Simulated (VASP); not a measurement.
Input of a VASP 6.6.1 run:

The input INCAR:

```
ALGO = Normal
EDIFF = 1E-6
ENCUT = 520
GGA = PS
ISIF = 2
ISMEAR = -1
LASPH = True
LCHARG = False
LREAL = False
LWAVE = False
NBANDS = 26
NELM = 80
PREC = Accurate
SIGMA = 0.1
```

The input KPOINTS:

```
k-points
0
Gamma
  15 15 4
```

File POSCAR:

```
Ir
1.0
    2.7812763576      0.0000000000      0.0000000000
   -1.3906381788      2.4086559806      0.0000000000
    0.0000000000      0.0000000000      9.0857539225
Ir
4
Direct
    0.0000000000      0.0000000000      0.0000000000
    0.0000000000      0.0000000000      0.5000000000
    0.3333333333      0.6666666667      0.2500000000
    0.6666666667      0.3333333333      0.7500000000
```

Potentials or basis: VASP PAW PBE potentials, release 64 (Ir).

Command:

```sh
$ cat potpaw_PBE.64/Ir/POTCAR > POTCAR
$ mpirun -np 1 vasp_std > vasp.out
```

Question: What does it give for the pressure?

Answer: -23.9 GPa.

Question: What does it give for the band gap on the k mesh?

Answer: Zero (band 18 reaches 9.90 eV, above the bottom of band 19 at 7.66 eV).

Stress tensor (GPa, compression positive):
```
-23.86   0.00   0.00
  0.00 -23.86   0.00
  0.00   0.00 -23.99
```

Caveat: the PAW data sets were made with another functional, which shifts forces and pressure a little; spin-orbit coupling is left out, which moves the levels of the heavy elements.
